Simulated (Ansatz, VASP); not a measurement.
## Two plane-wave programs on LiH

```xyz
2
Lattice="0.0000 2.0023 2.0023 2.0023 0.0000 2.0023 2.0023 2.0023 0.0000" Properties=species:S:1:pos:R:3 pbc="T T T"
Li    0.0000    0.0000    0.0000
H     2.0023    2.0023    2.0023
```

Alike in both runs: task single point; functional r2SCAN; k mesh 10 × 10 × 10; occupations gaussian, width 0.02 eV; no spin polarisation.

```csv
,VASP,Ansatz
version,VASP 6.6.1,Ansatz 0.2.0
potentials or method,"VASP PAW PBE potentials, release 64 (Li_sv, H), cutoff 520 eV","scalar-relativistic, plane waves, PAW"
valence electrons in the cell,4,4
```

|  | VASP | Ansatz | Ansatz less VASP |
| --- | --- | --- | --- |
| gap on the k mesh at the Fermi level (eV) | 3.58 | 3.63 | +0.048 |
| least direct gap on the mesh (eV) | 3.58 | 3.63 | +0.048 |

VASP's potentials were made for PBE, not for r2SCAN.

Noted on VASP's run: the cutoff is short for stress, so the pressure is rough.
